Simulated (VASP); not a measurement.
# Hf2HC (R-3m) in VASP: settings compared, part 2 of 3

VASP 6.6.1.

## 3. Single point, PBEsol

INCAR

```
SYSTEM = Hf2HC
  PREC = Accurate
  ENCUT = 600
  EDIFF = 1E-6
  ISMEAR = 1
  SIGMA = 0.1
  LREAL = .FALSE.
  LASPH = .TRUE.
  NELM = 120
  ALGO = Normal
  ISIF = 2
  LWAVE = .FALSE.
  LCHARG = .FALSE.
  GGA = PS
  NBANDS = 20
  GGA_COMPAT = .FALSE.
```

KPOINTS

```
regular mesh
0
G
  10 10 10
  0 0 0
```

POSCAR

```
Hf2HC
1.0
    1.6456450000      0.9501135837      5.1784140000
   -1.6456450000      0.9501135837      5.1784140000
    0.0000000000     -1.9002271675      5.1784140000
Hf H C
2 1 1
Direct
    0.7554426667      0.7554426667      0.7554426667
    0.2445573333      0.2445573333      0.2445573333
    0.0000000000      0.0000000000      0.0000000000
    0.5000000000      0.5000000000      0.5000000000
```

Potentials or basis: VASP PAW PBE potentials, release 64 (Hf_pv, H, C).

Started as:

```console
cat potpaw_PBE.64/Hf_pv/POTCAR potpaw_PBE.64/H/POTCAR potpaw_PBE.64/C/POTCAR > POTCAR
mpirun -np 1 vasp_std > vasp.out
```

OUTCAR:

```text
SYSTEM = Hf2HC
   PREC = Accurate
   ENCUT = 600
   EDIFF = 1E-6
   ISMEAR = 1
   LREAL = .FALSE.
   LASPH = .TRUE.
   NELM = 120
   ISIF = 2
   GGA = PS

 ion  position               nearest neighbor table
   1  0.755  0.755  0.755-   4 2.25   4 2.25   4 2.25   3 2.35   3 2.35   3 2.35   2 3.08   2 3.08
                             2 3.08   2 3.35   2 3.35   2 3.35
   2  0.245  0.245  0.245-   4 2.25   4 2.25   4 2.25   3 2.35   3 2.35   3 2.35   1 3.08   1 3.08
                             1 3.08   1 3.35   1 3.35   1 3.35
   3  0.000  0.000  0.000-   1 2.35   1 2.35   2 2.35   2 2.35   1 2.35   2 2.35
   4  0.500  0.500  0.500-   2 2.25   2 2.25   1 2.25   1 2.25   2 2.25   1 2.25

  LATTYP: Found a trigonal (rhomboedric) cell.
 ALAT       =     5.5160524692
 COS(alpha) =     0.8219895379

  Lattice vectors:

 A1 = (   1.6456450000,   0.9501135837,   5.1784140000)
 A2 = (  -1.6456450000,   0.9501135837,   5.1784140000)
 A3 = (   0.0000000000,  -1.9002271675,   5.1784140000)

Analysis of symmetry for initial positions (statically):
=====================================================================
 Subroutine PRICEL returns:
 Original cell was already a primitive cell.

 Routine SETGRP: Setting up the symmetry group for a
 trigonal (rhombohedral) supercell.

 Subroutine GETGRP returns: Found 12 space group operations
 (whereof 12 operations were pure point group operations)
 out of a pool of 12 trial point group operations.

The static configuration has the point symmetry D_3d.

Analysis of symmetry for dynamics (positions and initial velocities):
=====================================================================
 Subroutine PRICEL returns:
 Original cell was already a primitive cell.

 Routine SETGRP: Setting up the symmetry group for a
 trigonal (rhombohedral) supercell.

 Subroutine GETGRP returns: Found 12 space group operations
 (whereof 12 operations were pure point group operations)
[... 120 lines left out ...]
   EFERMI =   0.00;   METHOD = LEGACY
   ISMEAR =     1;   SIGMA  =   0.10  broadening in eV -4-tet -1-fermi 0-gaus
   EFERMI_NEDOS =   21; number of points for ismear=-14 and -15
   IALGO  =     38    algorithm
   IMIX   =      4    mixing-type and parameters
     AMIX     =   0.40;   BMIX     =  1.00
     AMIX_MAG =   1.60;   BMIX_MAG =  1.00
  volume/ion in A,a.u.               =      12.15        81.96
  Fermi-wavevector in a.u.,A,eV,Ry     =   1.311903  2.479136 23.416831  1.721088
  Thomas-Fermi vector in A             =   2.442332
   LORBIT       =      0    0 simple, 1 ext, 2 COOP (PROOUT), +10 PAW based schemes
   GGA     = PS    functional components
   LHFCALC =     F    Hartree Fock is set to
   AEXX    =    0.0000 exact exchange contribution
   IVDW    =     0    specifies the selected vdW correction
   LEPSILON=     F    determine dielectric tensor
   LRPA    =     F    only Hartree local field effects (RPA)
 non-spin polarized calculation
 Methfessel and Paxton  Order N= 1 SIGMA  =   0.10
  energy-cutoff  :      600.00
  volume of cell :       48.58
 maximum number of plane-waves:      1650
 NGX is ok and might be reduce to    48
   NGX = 23   NGY = 23   NGZ = 23

 number of electron      25.0000001 magnetization

 Free energy of the ion-electron system (eV)
  ---------------------------------------------------
  ext. energy  EPLUGINS =         0.00000000
  ---------------------------------------------------
  free energy    TOTEN  =       -36.91057809 eV

  energy without entropy =      -36.91150026  energy(sigma->0) =      -36.91088548

 E-fermi :   5.6990     XC(G=0): -12.0286

 val. band max:        5.6961874334   @ k =  -0.3000   0.4000   0.1000
 cond. band min:       5.7035945109   @ k =  -0.2000   0.1000   0.0000
 fundamental gap:      0.0074070775
 Fermi energy:         5.6990456885

 k-point     1 :       0.0000    0.0000    0.0000
  band No.  band energies     occupation
      1     -25.0015      2.00000
      2     -24.3377      2.00000
      3     -24.3377      2.00000
      4     -24.2254      2.00000
      5     -24.2254      2.00000
      6     -24.1756      2.00000
[... 541 lines left out ...]
     19      12.2788      0.00000
     20      12.4856      0.00000

 [... further k-points ...]
[... 5 lines left out ...]
  --------------------------------------------------------------------------------------
  -------------------------------------------------------------------------------------
  Total       -1.0564455     -1.0564455     -0.9762190      0.0000000      0.0000000      0.0000000
  in kB      -34.8415911    -34.8415911    -32.1957199      0.0000000      0.0000000      0.0000000
  external PRESSURE =     -33.9596340 kB  Pullay stress =       0.0000000 kB

 VOLUME and BASIS-vectors are now :
 -----------------------------------------------------------------------------
  energy-cutoff  :      600.00
  volume of cell :       48.58
      direct lattice vectors                 reciprocal lattice vectors
     1.645645000  0.950113584  5.178414000     0.303832236  0.175417623  0.064369773
    -1.645645000  0.950113584  5.178414000    -0.303832236  0.175417623  0.064369773
     0.000000000 -1.900227167  5.178414000     0.000000000 -0.350835246  0.064369773

 POSITION                                       TOTAL-FORCE (eV/Angst)
 -----------------------------------------------------------------------------------
      0.00000     -0.00000     11.73598         0.000000     -0.000000      0.106990
      0.00000     -0.00000      3.79926         0.000000      0.000000     -0.106990
      0.00000      0.00000      0.00000         0.000000     -0.000000     -0.000000
      0.00000     -0.00000      7.76762        -0.000000     -0.000000      0.000000
 -----------------------------------------------------------------------------------
    total drift:                                0.000000      0.000000     -0.000000

  FREE ENERGIE OF THE ION-ELECTRON SYSTEM (eV)
  ---------------------------------------------------
  free  energy   TOTEN  =       -36.9105780882 eV

  energy  without entropy=      -36.9115002634  energy(sigma->0) =      -36.91088548
```

stdout:

```text
POSCAR found type information on POSCAR HfH C
 POSCAR found :  3 types and       4 ions
 scaLAPACK will be used
 -----------------------------------------------------------------------------
|                                                                             |
|                                                                             |
|     You enforced a specific xc type in the INCAR file but a different       |
|     I HOPE YOU KNOW WHAT YOU ARE DOING!                                     |
|                                                                             |
 -----------------------------------------------------------------------------

 LDA part: xc-table for (Slater+PW92), standard interpolation
 POSCAR, INCAR and KPOINTS ok, starting setup
 FFT: planning ... GRIDC
 FFT: planning ... GRID_SOFT
 FFT: planning ... GRID
 WAVECAR not read
 entering main loop
```

Run time: 4.1 min. Hardware: 1 thread of Intel Xeon Platinum 8259CL at 2.50GHz (Skylake/Cascade Lake), shared host; peak memory 0.41 GiB.

Results:

```
Free energy            : -36.9106 eV
Pressure               : -3.4 GPa
Largest force          : 0.107 eV/Å
Band gap on the k mesh : zero (an odd number of electrons rules out a gap without spin polarisation)
```

Forces in eV/Å, atoms in the order of the input:
```
Hf   0.000  0.000  0.107
Hf   0.000  0.000 -0.107
H    0.000  0.000  0.000
C    0.000  0.000  0.000
```

Levels at points of the mesh, in eV from the Fermi level:
```tsv
k point	band 10	band 11	band 12	band 13	band 14	band 15	band 16	band 17
(0.00, 0.00, 0.00)	-3.10	-3.10	0.76	0.76	1.52	3.33	3.33	4.18
(0.50, 0.00, 0.00)	-3.03	-2.71	-2.00	-0.61	2.43	2.54	4.28	5.00
(0.50, 0.50, 0.00)	-2.97	-2.89	-2.27	0.37	3.44	3.44	5.23	5.43
(0.50, 0.50, 0.50)	-2.90	-2.90	-0.18	1.16	1.16	2.85	2.85	3.06
```

Caveat: the cell stands under tension; the PAW data sets were made with another functional, which shifts forces and pressure a little; spin-orbit coupling is left out, which moves the levels of the heavy elements; an odd number of electrons without spin polarisation forces a metal; a magnetic or distorted state may lie lower.

[end of part 2 of 3]
